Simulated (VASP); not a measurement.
# Bi (Im-3m) in VASP: notebook, part 2 of 2

VASP 6.6.1. The steps go on from the part before.

**5. Single point, r2SCAN+D3(BJ)**

This run uses another cell than the first one, of 29.25 Å³/atom, 0.900 times its volume.

File POSCAR:

```
Bi
1.0
   -1.9409818243      1.9409818243      1.9409818243
    1.9409818243     -1.9409818243      1.9409818243
    1.9409818243      1.9409818243     -1.9409818243
Bi
1
Direct
    0.0000000000      0.0000000000      0.0000000000
```

File INCAR.step1:

```
PREC = Accurate
ENCUT = 520
ISMEAR = -1
SIGMA = 0.05
LREAL = F
LASPH = T
NELM = 60
NBANDS = 14
GGA = PE
ALGO = Normal
EDIFF = 1E-4
LWAVE = T
LCHARG = F
```

File INCAR.step2:

```
PREC = Accurate
ENCUT = 520
EDIFF = 1E-7
ISMEAR = -1
SIGMA = 0.05
LREAL = F
LASPH = T
NELM = 60
ALGO = Normal
ISIF = 2
LWAVE = F
LCHARG = F
METAGGA = R2SCAN
LMIXTAU = T
IVDW = 12
VDW_S6 = 1.0
VDW_S8 = 0.78981345
VDW_A1 = 0.49484001
VDW_A2 = 5.73083694
NBANDS = 14
ISTART = 1
```

File KPOINTS:

```
regular mesh
0
Gamma
  9 9 9
```

Potentials or basis: VASP PAW PBE potentials, release 64 (Bi_d).

The run is started by

```
cat potpaw_PBE.64/Bi_d/POTCAR > POTCAR
cp INCAR.step1 INCAR
mpirun -np 1 vasp_std > vasp.out
cp INCAR.step2 INCAR
mpirun -np 1 vasp_std > vasp.out
```

OUTCAR:

```text
PREC = Accurate
   ENCUT = 520
   EDIFF = 1E-7
   ISMEAR = -1
   LREAL = F
   LASPH = T
   NELM = 60
   ISIF = 2
   METAGGA = R2SCAN
   IVDW = 12
   ISTART = 1
 IVDW          = 12

 ion  position               nearest neighbor table
   1  0.000  0.000  0.000-

  LATTYP: Found a body centered cubic cell.
 ALAT       =     3.8819636486

  Lattice vectors:

 A1 = (  -1.9409818243,   1.9409818243,   1.9409818243)
 A2 = (   1.9409818243,  -1.9409818243,   1.9409818243)
 A3 = (   1.9409818243,   1.9409818243,  -1.9409818243)

Analysis of symmetry for initial positions (statically):
=====================================================================
 Subroutine PRICEL returns:
 Original cell was already a primitive cell.

 Routine SETGRP: Setting up the symmetry group for a
 body centered cubic supercell.

 Subroutine GETGRP returns: Found 48 space group operations
[... 9 lines left out ...]

 Routine SETGRP: Setting up the symmetry group for a
 body centered cubic supercell.

 Subroutine GETGRP returns: Found 48 space group operations
[... 11 lines left out ...]
                                     Primitive cell

  volume of cell :      29.2499

  direct lattice vectors                    reciprocal lattice vectors
    -1.940981824  1.940981824  1.940981824     0.000000000  0.257601588  0.257601588
     1.940981824 -1.940981824  1.940981824     0.257601588  0.000000000  0.257601588
     1.940981824  1.940981824 -1.940981824     0.257601588  0.257601588  0.000000000

  length of vectors
     3.361879136  3.361879136  3.361879136     0.364303659  0.364303659  0.364303659

  position of ions in fractional coordinates (direct lattice)
     0.000000000  0.000000000  0.000000000

  ion indices of the primitive-cell ions
   primitive index   ion index
                 1           1

----------------------------------------------------------------------------------------

 KPOINTS: regular mesh

Automatic generation of k-mesh.
 Grid dimensions read from file:
 generate k-points for:    9    9    9

 Generating k-lattice:
[... 88 lines left out ...]
   LHFCALC =     F    Hartree Fock is set to
   AEXX    =    0.0000 exact exchange contribution
   IVDW    =    12    specifies the selected vdW correction
   LEPSILON=     F    determine dielectric tensor
   LRPA    =     F    only Hartree local field effects (RPA)
 non-spin polarized calculation
  energy-cutoff  :      520.00
  volume of cell :       29.25
 maximum number of plane-waves:       794
 NGX is ok and might be reduce to    28
   NGX = 13   NGY = 13   NGZ = 13

 number of electron      15.0000005 magnetization

 Free energy of the ion-electron system (eV)
  ---------------------------------------------------
  ext. energy  EPLUGINS =         0.00000000
  ---------------------------------------------------
  free energy    TOTEN  =       -58.26449989 eV

  energy without entropy =      -58.25932523  energy(sigma->0) =      -58.26191256

 E-fermi :   8.8220     XC(G=0): -11.3997

 val. band max:        8.7987216450   @ k =   0.2222   0.0000   0.0000
 cond. band min:       8.8666094619   @ k =  -0.2222   0.2222   0.1111
 fundamental gap:      0.0678878168
 Fermi energy:         8.8219875839

 k-point     1 :       0.0000    0.0000    0.0000
  band No.  band energies     occupation
      1     -15.1682      2.00000
      2     -15.1682      2.00000
      3     -15.1682      2.00000
      4     -14.9937      2.00000
      5     -14.9937      2.00000
      6      -5.9545      2.00000
      7      14.4654      0.00000
      8      14.4654      0.00000
      9      14.4654      0.00000
     10      19.6283      0.00000
     11      19.9186      0.00000
     12      19.9186      0.00000
     13      19.9186      0.00000
     14      21.2204      0.00000
[... 377 lines left out ...]
      1     -15.1559      2.00000
      2     -15.1102      2.00000
      3     -15.0505      2.00000
      4     -15.0018      2.00000
      5     -14.9003      2.00000
      6      -1.8252      2.00000
      7       3.7229      2.00000
      8       7.6675      2.00000
      9      11.6446      0.00000
     10      16.8090      0.00000
     11      18.3598      0.00000
     12      19.4555      0.00000
     13      21.0911      0.00000
     14      27.8625      0.00000

 [... further k-points ...]

------------------------ aborting loop because EDIFF is reached ----------------------------------------

 Edisp (eV)   -0.25562

 E8    (eV) :    -0.1016

  FORCE on cell =-STRESS in cart. coord.  units (eV):
  Direction    XX          YY          ZZ          XY          YZ          ZX
  --------------------------------------------------------------------------------------
  -------------------------------------------------------------------------------------
  Total       0.47406     0.47406     0.47406    -0.00000    -0.00000     0.00000
  in kB      25.96669    25.96669    25.96669    -0.00000    -0.00000     0.00000
  external pressure =       25.97 kB  Pullay stress =        0.00 kB

 VOLUME and BASIS-vectors are now :
 -----------------------------------------------------------------------------
  energy-cutoff  :      520.00
  volume of cell :       29.25
      direct lattice vectors                 reciprocal lattice vectors
    -1.940981824  1.940981824  1.940981824     0.000000000  0.257601588  0.257601588
     1.940981824 -1.940981824  1.940981824     0.257601588  0.000000000  0.257601588
     1.940981824  1.940981824 -1.940981824     0.257601588  0.257601588  0.000000000

 POSITION                                       TOTAL-FORCE (eV/Angst)
 -----------------------------------------------------------------------------------
      0.00000      0.00000      0.00000         0.000000      0.000000      0.000000
 -----------------------------------------------------------------------------------
    total drift:                                0.000000     -0.000000      0.000000

  FREE ENERGIE OF THE ION-ELECTRON SYSTEM (eV)
  ---------------------------------------------------
  free  energy   TOTEN  =       -58.5201150930 eV

  energy  without entropy=      -58.5149404261  energy(sigma->0) =      -58.51752776
```

OUTCAR.step1:

```text
PREC = Accurate
   ENCUT = 520
   ISMEAR = -1
   LREAL = F
   LASPH = T
   NELM = 60
[... 622 lines left out ...]

 POSITION                                       TOTAL-FORCE (eV/Angst)
 -----------------------------------------------------------------------------------
      0.00000      0.00000      0.00000        -0.000000     -0.000000      0.000000
 -----------------------------------------------------------------------------------
    total drift:                               -0.000000     -0.000000      0.000000

  FREE ENERGIE OF THE ION-ELECTRON SYSTEM (eV)
  ---------------------------------------------------
  free  energy   TOTEN  =        -3.7374722725 eV

  energy  without entropy=       -3.7325756627  energy(sigma->0) =       -3.73502397
```

It took 52 s on 1 thread of AMD EPYC 9R45 (Zen 5), shared host; peak memory 0.14 GiB.

Results:

| Item | Value |
| --- | --- |
| Free energy | -58.5201 eV |
| Pressure | 2.6 GPa |
| Dispersion energy per atom | -0.256 eV |

Levels at points of the mesh, in eV from the Fermi level:
| k point | band 3 | band 4 | band 5 | band 6 | band 7 | band 8 | band 9 | band 10 | band 11 | band 12 |
| --- | --- | --- | --- | --- | --- | --- | --- | --- | --- | --- |
| (0.00, 0.00, 0.00) | -23.99 | -23.82 | -23.82 | -14.78 | 5.64 | 5.64 | 5.64 | 10.81 | 11.10 | 11.10 |

Caveat: the PAW data sets were made with another functional, which shifts forces and pressure a little; spin-orbit coupling is left out, which moves the levels of the heavy elements; pairwise dispersion overbinds metals, which lowers pressure and volume.

**6. The runs side by side**

```tsv
level	cell	gap on the mesh (eV)	pressure (GPa)
RPBE	a = 3.482 Å, angles 109.5°, 1 atom	none	-0.1
BLYP	a = 3.477 Å, angles 109.5°, 1 atom	none	2.8
BLYP	a = 3.499 Å, angles 109.5°, 1 atom	none	1.8
r2SCAN+D3(BJ)	a = 3.362 Å, angles 109.5°, 1 atom	none	2.6
```

Alike in all rows: task single point; potentials or basis VASP PAW PBE potentials, release 64 (Bi_d); no spin polarisation; k mesh 9 × 9 × 9; cutoff (eV) 520; smearing fermi-dirac 0.05 eV.

Caveats: the PAW data sets were made with another functional, which shifts forces and pressure a little; spin-orbit coupling is left out, which moves the levels of the heavy elements; pairwise dispersion overbinds metals, which lowers pressure and volume (some runs).

Total energies depend on the potentials used, so only differences within one code and one set of settings carry meaning.
